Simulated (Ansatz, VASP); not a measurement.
# One calculation of C, two programs

Contents of INCAR:

```
SYSTEM = C
  PREC = Accurate
  ENCUT = 600
  EDIFF = 1E-6
  ISMEAR = 1
  SIGMA = 0.15
  LREAL = .False.
  LASPH = .True.
  NELM = 80
  ALGO = Normal
  ISIF = 3
  LWAVE = .False.
  LCHARG = .False.
  GGA = PS
  IBRION = 2
  NSW = 80
  EDIFFG = -0.05
```

The input KPOINTS:

```
Automatic mesh
0
Gamma
  12 12 1
  0 0 0
```

The input POSCAR:

```
C
1.0
    2.4562300000      0.0000000000      0.0000000000
   -1.2281150000      2.1271575775      0.0000000000
    0.0000000000      0.0000000000     24.1339600000
C
4
Direct
    0.0000000000      0.0000000000      0.5704700000
    0.0000000000      0.0000000000      0.4295300000
    0.3333333333      0.6666666667      0.4295200000
    0.6666666667      0.3333333333      0.5704800000
```

Input for Ansatz:

```yaml
crystal:
  lattice:
    a: 2.45623
    b: 2.45623
    c: 24.13396
    alpha: 90.0
    beta: 90.0
    gamma: 120.0
  space_group: 164
  atoms:
    - { symbol: C, position: [0.0, 0.0, 0.57047] }
    - { symbol: C, position: [0.3333333333333333, 0.6666666666666666, 0.42952] }
kpoints:
  mp_grid:
    grid: [12, 12, 1]
    shift: [0.0, 0.0, 0.0]
hamiltonian:
  xc: pbesol
  dispersion: none
scf:
  occupations:
    method: cold
    width: 0.15
relax:
  f_tol: 0.05
  cell: {}
```

Alike in both runs: task relaxation of cell and atoms; functional PBEsol; k mesh 12 × 12 × 1; no spin polarisation.

```csv
,VASP,Ansatz
version,VASP 6.6.1,Ansatz 0.2.0
potentials or method,"VASP PAW PBE potentials, release 64 (C)","plane waves, PAW"
plane-wave cutoff (eV),600,420
occupations,"methfessel-paxton of order 1, width 0.15 eV","cold, width 0.15 eV"
valence electrons in the cell,16,16
```

|  | VASP | Ansatz | Ansatz less VASP |
| --- | --- | --- | --- |
| relaxed volume (Å³/atom) | 31.62 | 31.66 | +0.039 |
| relaxed length of the cell vector where the two differ most in proportion (Å) | 24.135 | 24.190 | +0.0549 |

VASP's potentials were made for PBE, not for PBEsol.
